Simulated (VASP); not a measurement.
A run of VASP 6.6.1:

INCAR

```
ALGO = Normal ; EDIFF = 1E-6
EDIFFG = -0.02 ; ENCUT = 600
GGA = PS ; IBRION = 2
ISIF = 3 ; ISMEAR = 0
LASPH = True ; LCHARG = False
LREAL = False ; LWAVE = False
NELM = 80 ; NSW = 80
PREC = Accurate ; PSTRESS = 200.0
SIGMA = 0.01
```

File KPOINTS:

```
k-points
0
Gamma
  6 6 4
```

The input POSCAR:

```
CdS
1.0
    4.1500000000      0.0000000000      0.0000000000
   -2.0750000000      3.5940054257      0.0000000000
    0.0000000000      0.0000000000      6.7370000000
Cd S
2 2
Direct
    0.3333330000      0.6666670000      0.0000000000
    0.6666670000      0.3333330000      0.5000000000
    0.3333330000      0.6666670000      0.3750000000
    0.6666670000      0.3333330000      0.8750000000
```

Potentials or basis: VASP PAW PBE potentials, release 64 (Cd, S).

Command:

```bash
$ cat potpaw_PBE.64/Cd/POTCAR potpaw_PBE.64/S/POTCAR > POTCAR
$ mpirun -np 1 vasp_std > vasp.out
```

Hardware: 1 thread of Intel(R) Xeon(R) Platinum 8124M CPU @ 3.00GHz (Skylake/Cascade Lake), on a shared host.

Q: How long does it take, and how much memory?

A: Run time: 4.2 min on 1 thread of Intel(R) Xeon(R) Platinum 8124M CPU @ 3.00GHz (Skylake/Cascade Lake) (shared host), peak memory 0.26 GiB. Counts: scf iterations 81, k points 21, ion steps 10.
